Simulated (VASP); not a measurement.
# Y (P6_3/mmc) in VASP: further runs

The runs below take Y through single point, with PBEsol.

All numbers are computed with VASP 6.6.1; they aren't measurements. Logs are shortened: lines on timing, memory, paths and dates and some standing lists are left out, and cuts for length are marked.

## (1) The cell of the first run

It takes space group P6_3/mmc (No. 194, hexagonal). Conventional cell: a = 3.798 Å, b = 3.798 Å, c = 6.207 Å, α = 90.00°, β = 90.00°, γ = 120.00°. Y (site symmetry -6m2) has 12 Y at 3.80 Å within 5.0 Å.

## (2) Single point, PBEsol (strain +0.040 along x and y, +0.080 along z)

INCAR

```
  PREC = Accurate
  ENCUT = 520
  EDIFF = 1E-6
  ISMEAR = 0
  SIGMA = 0.15
  LREAL = F
  LASPH = T
  NELM = 80
  ALGO = Fast
  ISIF = 2
  LWAVE = F
  LCHARG = F
  GGA = PS
  NBANDS = 18
```

KPOINTS

```
regular mesh
0
Gamma
  15 15 8
```

POSCAR

```
Y
1.0
    3.7975592066      0.0000000000      0.0000000000
   -1.8987796033      3.2887827453      0.0000000000
    0.0000000000      0.0000000000      6.2071920000
Y
2
Direct
    0.3333333333      0.6666666667      0.2500000000
    0.6666666667      0.3333333333      0.7500000000
```

Potentials or basis: VASP PAW PBE potentials, release 64 (Y_sv).

Run with:

```console
$ cat potpaw_PBE.64/Y_sv/POTCAR > POTCAR
$ mpirun -np 1 vasp_std > vasp.out
```

OUTCAR:

```text
PREC = Accurate
   ENCUT = 520
   EDIFF = 1E-6
   ISMEAR = 0
   LREAL = F
   LASPH = T
   NELM = 80
   ISIF = 2
   GGA = PS

 ion  position               nearest neighbor table
   1  0.333  0.667  0.250-   2 3.80   2 3.80   2 3.80   2 3.80   2 3.80   2 3.80
   2  0.667  0.333  0.750-   1 3.80   1 3.80   1 3.80   1 3.80   1 3.80   1 3.80

  LATTYP: Found a hexagonal cell.
 ALAT       =     3.7975592066
 C/A-ratio  =     1.6345214550

  Lattice vectors:

 A1 = (   3.7975592066,   0.0000000000,   0.0000000000)
 A2 = (  -1.8987796033,   3.2887827453,   0.0000000000)
 A3 = (   0.0000000000,   0.0000000000,   6.2071920000)

Analysis of symmetry for initial positions (statically):
=====================================================================
 Subroutine PRICEL returns:
 Original cell was already a primitive cell.

 Routine SETGRP: Setting up the symmetry group for a
 hexagonal supercell.

 Subroutine GETGRP returns: Found 24 space group operations
 (whereof 12 operations were pure point group operations)
 out of a pool of 24 trial point group operations.

The static configuration has the point symmetry D_3d.
 The point group associated with its full space group is D_6h.

Analysis of symmetry for dynamics (positions and initial velocities):
=====================================================================
 Subroutine PRICEL returns:
 Original cell was already a primitive cell.

 Routine SETGRP: Setting up the symmetry group for a
 hexagonal supercell.

 Subroutine GETGRP returns: Found 24 space group operations
 (whereof 12 operations were pure point group operations)
 out of a pool of 24 trial point group operations.

The dynamic configuration has the point symmetry D_3d.
 The point group associated with its full space group is D_6h.

 Subroutine INISYM returns: Found 24 space group operations
 (whereof 12 operations are pure point group operations),
 and found     1 'primitive' translations

----------------------------------------------------------------------------------------

                                     Primitive cell

  volume of cell :      77.5238

  direct lattice vectors                    reciprocal lattice vectors
     3.797559207  0.000000000  0.000000000     0.263327033  0.152031934  0.000000000
    -1.898779603  3.288782745  0.000000000     0.000000000  0.304063867  0.000000000
     0.000000000  0.000000000  6.207192000     0.000000000  0.000000000  0.161103443

  length of vectors
     3.797559207  3.797559207  6.207192000     0.304063867  0.304063867  0.161103443

  position of ions in fractional coordinates (direct lattice)
     0.333333333  0.666666667  0.250000000
     0.666666667  0.333333333  0.750000000

  ion indices of the primitive-cell ions
   primitive index   ion index
                 1           1
                 2           2

----------------------------------------------------------------------------------------

 KPOINTS: regular mesh

Automatic generation of k-mesh.
 Grid dimensions read from file:
 generate k-points for:   15   15    8

 Generating k-lattice:

  Cartesian coordinates                     Fractional coordinates (reciprocal lattice)
     0.017555136  0.010135462  0.000000000     0.066666667  0.000000000  0.000000000
     0.000000000  0.020270924  0.000000000     0.000000000  0.066666667  0.000000000
     0.000000000  0.000000000  0.020137930     0.000000000  0.000000000  0.125000000

  Length of vectors
     0.020270924  0.020270924  0.020137930

  Shift w.r.t. Gamma in fractional coordinates (k-lattice)
     0.000000000  0.000000000  0.000000000

 Subroutine IBZKPT returns following result:
 ===========================================

 Found    135 irreducible k-points:

 Following reciprocal coordinates:
            Coordinates               Weight
  0.000000  0.000000  0.000000      1.000000
  0.066667 -0.000000  0.000000      6.000000
  0.133333  0.000000  0.000000      6.000000
  0.200000  0.000000  0.000000      6.000000
  0.266667  0.000000  0.000000      6.000000
  0.333333  0.000000  0.000000      6.000000
[... 16 lines left out ...]
  0.333333  0.200000  0.000000     12.000000
  0.400000  0.200000  0.000000      6.000000
 [... further k-points ...]
   k-points           NKPTS =    135   k-points in BZ     NKDIM =    135   number of bands    NBANDS=     18
   number of dos      NEDOS =    301   number of ions     NIONS =      2
   total plane-waves  NPLWV =  37632
   dimension x,y,z NGX =    28 NGY =   28 NGZ =   48
   dimension x,y,z NGXF=    56 NGYF=   56 NGZF=   96
   ions per type =               2
   NGX,Y,Z   is equivalent  to a cutoff of  12.26, 12.26, 12.86 a.u.
   NGXF,Y,Z  is equivalent  to a cutoff of  24.52, 24.52, 25.71 a.u.
 SYSTEM =  unknown system
   PREC   = accura    normal or accurate (medium, high low for compatibility)
   ISTART =      0    job   : 0-new  1-cont  2-samecut
   ICHARG =      2    charge: 1-file 2-atom 10-const
   ISPIN  =      1    spin polarized calculation?
   LNONCOLLINEAR =      F non collinear calculations
   LSORBIT =      F    spin-orbit coupling
   LASPH  =      T    aspherical Exc in radial PAW
   ENCUT  =  520.0 eV  38.22 Ry    6.18 a.u.   7.06  7.06 11.54*2*pi/ulx,y,z
   NELM   =     80;   NELMIN=  2; NELMDL= -5     # of ELM steps
   EDIFF  = 0.1E-05   stopping-criterion for ELM
   LREAL  =      F    real-space projection
   EDIFFG = 0.1E-04   stopping-criterion for IOM
   NSW    =      0    number of steps for IOM
   IBRION =     -1    ionic relax: 0-MD 1-quasi-New 2-CG
   NFREE  =      0    steps in history (QN), initial steepest desc. (CG)
   ISIF   =      2    stress and relaxation
   ISYM   =      2    0-nonsym 1-usesym 2-fastsym
   POTIM  = 0.5000    time-step for ionic-motion
   TEBEG  =    0.0;   TEEND  =   0.0 temperature during run
   PSTRESS=    0.0 pullay stress
   NELECT =      22.0000    total number of electrons
   NUPDOWN=      -1.0000    fix difference up-down
   EMIN   =  10.00;   EMAX   =-10.00  energy-range for DOS
   EFERMI =   0.00;   METHOD = LEGACY
   ISMEAR =     0;   SIGMA  =   0.15  broadening in eV -4-tet -1-fermi 0-gaus
   EFERMI_NEDOS =   21; number of points for ismear=-14 and -15
   IALGO  =     68    algorithm
   IMIX   =      4    mixing-type and parameters
     AMIX     =   0.40;   BMIX     =  1.00
     AMIX_MAG =   1.60;   BMIX_MAG =  1.00
  volume/ion in A,a.u.               =      38.76       261.58
  Fermi-wavevector in a.u.,A,eV,Ry     =   1.075815  2.032995 15.747070  1.157377
  Thomas-Fermi vector in A             =   2.211682
   LORBIT       =      0    0 simple, 1 ext, 2 COOP (PROOUT), +10 PAW based schemes
   GGA     = PS    functional components
   LHFCALC =     F    Hartree Fock is set to
   AEXX    =    0.0000 exact exchange contribution
   IVDW    =     0    specifies the selected vdW correction
   LEPSILON=     F    determine dielectric tensor
   LRPA    =     F    only Hartree local field effects (RPA)
 non-spin polarized calculation
 RMM-DIIS sequential band-by-band and
 Gauss-broadening in eV      SIGMA  =   0.15
  energy-cutoff  :      520.00
  volume of cell :       77.52
 maximum number of plane-waves:      2108
   NGX = 15   NGY = 15   NGZ = 23

 number of electron      22.0000000 magnetization

 Free energy of the ion-electron system (eV)
  ---------------------------------------------------
  ext. energy  EPLUGINS =         0.00000000
  ---------------------------------------------------
  free energy    TOTEN  =       -13.28803418 eV

  energy without entropy =      -13.23132621  energy(sigma->0) =      -13.25968020

 E-fermi :   2.1438     XC(G=0):  -8.9098

 val. band max:        2.1433085332   @ k =   0.2000   0.0000   0.2500
 cond. band min:       2.1477034262   @ k =   0.4000   0.2000   0.3750
 fundamental gap:      0.0043948930
 Fermi energy:         2.1437601741

 k-point     1 :       0.0000    0.0000    0.0000
  band No.  band energies     occupation
      1     -40.9103      2.00000
      2     -40.8809      2.00000
      3     -21.0187      2.00000
      4     -20.7538      2.00000
      5     -20.7538      2.00000
      6     -20.7115      2.00000
[... 10 lines left out ...]
     17       4.7309      0.00000
     18       4.7309      0.00000

 k-point     2 :       0.0667   -0.0000    0.0000
  band No.  band energies     occupation
      1     -40.9092      2.00000
      2     -40.8803      2.00000
      3     -21.0143      2.00000
      4     -20.7641      2.00000
      5     -20.7571      2.00000
      6     -20.7222      2.00000
[... 10 lines left out ...]
     17       4.6117      0.00000
     18       4.6563      0.00000

 k-point     3 :       0.1333    0.0000    0.0000
  band No.  band energies     occupation
      1     -40.9059      2.00000
      2     -40.8788      2.00000
      3     -21.0015      2.00000
      4     -20.7932      2.00000
      5     -20.7662      2.00000
      6     -20.7522      2.00000
[... 10 lines left out ...]
     17       4.4599      0.00000
     18       4.4723      0.00000

 k-point     4 :       0.2000    0.0000    0.0000
  band No.  band energies     occupation
      1     -40.9010      2.00000
      2     -40.8766      2.00000
      3     -20.9816      2.00000
      4     -20.8362      2.00000
      5     -20.7954      2.00000
      6     -20.7792      2.00000
[... 10 lines left out ...]
     17       4.4153      0.00000
     18       4.7987      0.00000

 k-point     5 :       0.2667    0.0000    0.0000
  band No.  band energies     occupation
      1     -40.8952      2.00000
      2     -40.8743      2.00000
      3     -20.9565      2.00000
      4     -20.8857      2.00000
      5     -20.8439      2.00000
      6     -20.7938      2.00000
[... 10 lines left out ...]
     17       4.8940      0.00000
     18       5.2392      0.00000

 k-point     6 :       0.3333    0.0000    0.0000
  band No.  band energies     occupation
      1     -40.8893      2.00000
      2     -40.8724      2.00000
      3     -20.9332      2.00000
      4     -20.9289      2.00000
      5     -20.8893      2.00000
      6     -20.8075      2.00000
[... 10 lines left out ...]
     17       5.4698      0.00000
     18       5.7363      0.00000

 k-point     7 :       0.4000    0.0000    0.0000
  band No.  band energies     occupation
      1     -40.8842      2.00000
      2     -40.8713      2.00000
      3     -20.9702      2.00000
      4     -20.9240      2.00000
      5     -20.9028      2.00000
      6     -20.8180      2.00000
[... 10 lines left out ...]
     17       6.0660      0.00000
     18       6.2216      0.00000

 k-point     8 :       0.4667    0.0000    0.0000
  band No.  band energies     occupation
      1     -40.8811      2.00000
      2     -40.8711      2.00000
      3     -20.9905      2.00000
      4     -20.9428      2.00000
      5     -20.8850      2.00000
      6     -20.8237      2.00000
[... 10 lines left out ...]
     17       6.5266      0.00000
     18       6.6256      0.00000
[... 229 lines left out ...]
     17       6.0629      0.00000
     18       6.4096      0.00000

 k-point    20 :       0.4000    0.1333    0.0000
  band No.  band energies     occupation
      1     -40.8795      2.00000
      2     -40.8711      2.00000
      3     -20.9786      2.00000
      4     -20.9321      2.00000
      5     -20.8754      2.00000
      6     -20.8452      2.00000
[... 10 lines left out ...]
     17       6.3101      0.00000
     18       6.4060      0.00000

 k-point    21 :       0.2000    0.2000    0.0000
  band No.  band energies     occupation
      1     -40.8878      2.00000
      2     -40.8720      2.00000
      3     -20.9217      2.00000
      4     -20.9083      2.00000
      5     -20.9047      2.00000
      6     -20.8152      2.00000
[... 10 lines left out ...]
     17       5.6036      0.00000
     18       6.1289      0.00000

 k-point    22 :       0.2667    0.2000    0.0000
  band No.  band energies     occupation
      1     -40.8829      2.00000
      2     -40.8711      2.00000
      3     -20.9392      2.00000
      4     -20.9171      2.00000
      5     -20.8957      2.00000
      6     -20.8384      2.00000
[... 10 lines left out ...]
     17       5.9256      0.00000
     18       6.3088      0.00000

 k-point    23 :       0.3333    0.2000    0.0000
  band No.  band energies     occupation
      1     -40.8790      2.00000
      2     -40.8711      2.00000
      3     -20.9598      2.00000
      4     -20.9207      2.00000
      5     -20.8723      2.00000
      6     -20.8597      2.00000
[... 10 lines left out ...]
     17       6.0991      0.00000
     18       6.2788      0.00000

 k-point    24 :       0.4000    0.2000    0.0000
  band No.  band energies     occupation
      1     -40.8773      2.00000
      2     -40.8714      2.00000
      3     -20.9670      2.00000
      4     -20.9203      2.00000
      5     -20.8691      2.00000
      6     -20.8610      2.00000
[... 10 lines left out ...]
     17       6.2009      0.00000
     18       6.2761      0.00000

 [... further k-points ...]

------------------------ aborting loop because EDIFF is reached ----------------------------------------

  FORCE on cell =-STRESS in cart. coord.  units (eV):
  Direction    XX          YY          ZZ          XY          YZ          ZX
  --------------------------------------------------------------------------------------
  -------------------------------------------------------------------------------------
  Total       -2.8247164     -2.8247164     -3.7577621     -0.0000000     -0.0000000      0.0000000
  in kB      -58.3781754    -58.3781754    -77.6613514     -0.0000000     -0.0000000      0.0000000
  external PRESSURE =     -64.8059008 kB  Pullay stress =       0.0000000 kB

 VOLUME and BASIS-vectors are now :
 -----------------------------------------------------------------------------
  energy-cutoff  :      520.00
  volume of cell :       77.52
      direct lattice vectors                 reciprocal lattice vectors
     3.797559207  0.000000000  0.000000000     0.263327033  0.152031934  0.000000000
    -1.898779603  3.288782745  0.000000000     0.000000000  0.304063867  0.000000000
     0.000000000  0.000000000  6.207192000     0.000000000  0.000000000  0.161103443

 POSITION                                       TOTAL-FORCE (eV/Angst)
 -----------------------------------------------------------------------------------
     -0.00000      2.19252      1.55180        -0.000000      0.000000      0.000000
      1.89878      1.09626      4.65539         0.000000     -0.000000      0.000000
 -----------------------------------------------------------------------------------
    total drift:                               -0.000000      0.000000     -0.000000

  FREE ENERGIE OF THE ION-ELECTRON SYSTEM (eV)
  ---------------------------------------------------
  free  energy   TOTEN  =       -13.2880341828 eV

  energy  without entropy=      -13.2313262118  energy(sigma->0) =      -13.25968020
```

Run time: 2.9 min. Hardware: 1 thread of Intel Xeon Platinum 8559C (Emerald Rapids), shared host; peak memory 0.32 GiB.

Results:

```yaml
Free_energy: -13.2880 eV
Pressure: -6.5 GPa
Band_gap_on_the_k_mesh: zero (bands 11 and 12 overlap by 1.12 eV)
```

Stress tensor (GPa, compression positive):
```
-5.84  0.00  0.00
 0.00 -5.84  0.00
 0.00  0.00 -7.77
```

Caveat: the cell differs from its parent crystal (strain +0.040 along x and y, +0.080 along z); the cell stands under tension; the PAW data sets were made with another functional, which shifts forces and pressure a little.

[end of part 1 of 2]
